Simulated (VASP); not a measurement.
Crystal: MgF2.

```
Mg F
1.0
     4.69758    0.00000    0.00000
     0.00000    4.69758    0.00000
     0.00000    0.00000    3.09299
Mg F
2 4
Cartesian
  2.3488 2.3488 1.5465
  0.0000 0.0000 0.0000
  3.2715 3.2715 0.0000
  3.7748 0.9228 1.5465
  1.4260 1.4260 0.0000
  0.9228 3.7748 1.5465
```

* Program: VASP 6.6.1
* Task: relaxation of cell and atoms
* Functional: PBEsol
* Potentials or basis: VASP PAW PBE potentials, release 64 (Mg, F)
* Cutoff: 600 eV
* k mesh: 6 × 6 × 8
* Occupations: fermi-dirac, width 0.02 eV
* Spin: no spin polarisation

At the start: pressure -4.2 GPa; volume 11.38 Å³/atom.

**Question.** How do energy, volume and symmetry change on relaxing?

**Answer.** Over 5 steps the energy falls by 6.8 meV/atom and the volume is 10.87 Å³/atom (-4.4 %); space group P4_2/mnm (No. 136, to 0.1 Å) before and after.

The path:
| step | energy change (eV) | largest force (eV/Å) | pressure (GPa) | volume (Å³) |
| --- | --- | --- | --- | --- |
| 1 | 0.0000 | 0.0401 | -4.15 | 68.25 |
| 2 | -0.0397 | 0.0524 | -0.12 | 65.38 |
| 3 | -0.0397 | 0.0543 | -0.03 | 65.33 |
| 4 | -0.0404 | 0.0223 | -0.01 | 65.27 |
| 5 | -0.0406 | 0.0015 | 0.01 | 65.23 |

Final structure:
```
Mg F
1.0
     4.62327    0.00000    0.00000
     0.00000    4.62327    0.00000
     0.00000    0.00000    3.05192
Mg F
2 4
Direct
  0.50000 0.50000 0.50000
  0.00000 0.00000 0.00000
  0.69683 0.69683 0.00000
  0.80317 0.19683 0.50000
  0.30317 0.30317 0.00000
  0.19683 0.80317 0.50000
```

Caveat: the PAW data sets were made with another functional, which shifts forces and pressure a little.
